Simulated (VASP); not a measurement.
Write the native input for VASP 6.6.1 that does the following.

* Task: relaxation of cell and atoms
* Functional: PBE
* Potentials or basis: VASP PAW PBE potentials, release 64 (C)
* Cutoff: 600 eV
* k mesh: 12 × 12 × 12
* Occupations: gaussian, width 0.02 eV
* Spin: no spin polarisation
* Dipole correction: no
* Further INCAR settings: ALGO = Normal; EDIFF = 1e-06; IBRION = 2; EDIFFG = -0.01; NSW = 100; ISIF = 3

The structure of C lies in POSCAR:

```
C
1.0
   -2.5230164029      2.5230164029      1.4353986109
    2.5230164029     -2.5230164029      1.4353986109
    2.5230164029      2.5230164029     -1.4353986109
C
6
Direct
    0.5000000000      0.5000000000      0.0000000000
    0.2500000000      0.7500000000      0.5000000000
    0.8033141287      0.6250000000      0.6783141287
    0.9466858713      0.1250000000      0.3216858713
    0.3750000000      0.1966858713      0.3216858713
    0.8750000000      0.0533141287      0.6783141287
```

One way to write it, as run:

INCAR

```
PREC = Accurate ; ENCUT = 600
EDIFF = 1E-6 ; ISMEAR = 0
SIGMA = 0.02 ; LREAL = False
LASPH = True ; NELM = 100
ALGO = Normal ; ISIF = 3
LWAVE = False ; LCHARG = False
GGA = PE ; IBRION = 2
NSW = 100 ; EDIFFG = -0.01
```

KPOINTS

```
regular mesh
0
Gamma
  12 12 12
```

Potentials or basis: VASP PAW PBE potentials, release 64 (C).

Command:

```bash
$ cat potpaw_PBE.64/C/POTCAR > POTCAR
$ mpirun -np 1 vasp_std > vasp.out
```

Results of the run:

| Item | Value |
| --- | --- |
| Relaxed volume | 6.09 Å³/atom |
| Relaxed cell | a = 3.846 Å, b = 3.846 Å, c = 3.846 Å, α = 98.01°, β = 98.01°, γ = 136.17° |
| Space group after relaxing (to 0.05 Å) | I4_122 (No. 98) |
| Energy gained by relaxing | 0.0 meV/atom |
| Ionic steps | 3 |
| Pressure after relaxing | -0.2 GPa |
| Largest force after relaxing | 0.004 eV/Å |
| Band gap on the k mesh | 1.40 eV, indirect (least direct gap 2.72 eV) |

Wall time 3.7 min on 1 thread of AMD EPYC 7R13 Processor (Zen 3), with other jobs on the host, peak memory 0.19 GiB.
